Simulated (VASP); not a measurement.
Here is a VASP 6.6.1 calculation.

The input INCAR:

```
  PREC = Accurate
  ENCUT = 520
  EDIFF = 1E-6
  ISMEAR = -1
  SIGMA = 0.0572
  LREAL = False
  LASPH = True
  NELM = 80
  ALGO = Normal
  ISIF = 2
  LWAVE = False
  LCHARG = False
  GGA = PE
  NBANDS = 54
```

The input KPOINTS:

```
Automatic mesh
0
Gamma
  4 4 4
```

File POSCAR:

```
CoTePb2F6
1.0
   -2.9781270000      2.9781270000      4.2104430000
    2.9781270000     -2.9781270000      4.2104430000
    2.9781270000      2.9781270000     -4.2104430000
Pb Co Te F
2 1 1 6
Direct
    0.2500000000      0.7500000000      0.5000000000
    0.7500000000      0.2500000000      0.5000000000
    0.0000000000      0.0000000000      0.0000000000
    0.5000000000      0.5000000000      0.0000000000
    0.2614500000      0.2614500000      0.5229000000
    0.2614500000      0.7385500000      0.0000000000
    0.7385500000      0.7385500000      0.4771000000
    0.7385500000      0.2614500000      0.0000000000
    0.2596000000      0.2596000000      0.0000000000
    0.7404000000      0.7404000000      0.0000000000
```

Potentials or basis: VASP PAW PBE potentials, release 64 (Pb_d, Co, Te, F).

The run is started by

```sh
$ cat potpaw_PBE.64/Pb_d/POTCAR potpaw_PBE.64/Co/POTCAR potpaw_PBE.64/Te/POTCAR potpaw_PBE.64/F/POTCAR > POTCAR
$ mpirun -np 1 vasp_std > vasp.out
```

Question: What does it give for the band gap on the k mesh?

Answer: Zero (an odd number of electrons rules out a gap without spin polarisation).

Question: Predict the pressure.

Answer: 18.5 GPa.

Stress tensor (GPa, compression positive):
```
18.72  0.00  0.00
 0.00 18.72  0.00
 0.00  0.00 17.99
```

Caveat: the cell stands under pressure; spin-orbit coupling is left out, which moves the levels of the heavy elements; an odd number of electrons without spin polarisation forces a metal; a magnetic or distorted state may lie lower; the run has no spin polarisation, though such a crystal can be magnetic; semilocal functionals often make such compounds metallic where correlation or magnetic order opens a gap, which also shifts bond lengths. With open d or f shells a metallic result of PBE can be an artefact of self-interaction; +U or a hybrid may open a gap.
